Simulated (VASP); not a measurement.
# As: density of states with PBE

Crystal: As.

```
As
1.0
     2.70368    0.00000    0.00000
     0.00000    2.70368    0.00000
     0.00000    0.00000    2.70368
As
1
Direct
  0.50000 0.50000 0.50000
```

- Program: VASP 6.6.1
- Task: density of states
- Functional: PBE
- Potentials or basis: VASP PAW PBE potentials, release 64 (As)
- Cutoff: 520 eV
- k mesh: 10 × 10 × 10
- Occupations: fermi-dirac, width 0.05 eV
- Spin: no spin polarisation
- Dipole correction: no
- k mesh for the DOS: 15 × 15 × 15
- Occupations for the DOS: tetrahedron
- Further INCAR settings: ALGO = Normal; EDIFF = 1e-06

```yaml
Valence_electrons_inside_the_program's_atomic_spheres: As 2.68
```

Levels at points of the mesh, in eV from the Fermi level:
```
           k point  band 1  band 2  band 3  band 4  band 5
(0.00, 0.00, 0.00)  -15.05    4.09    4.09    4.09    8.43
```

It took 7.5 s on 1 thread of Intel Xeon 6975P-C (shared host), peak memory 0.13 GiB.
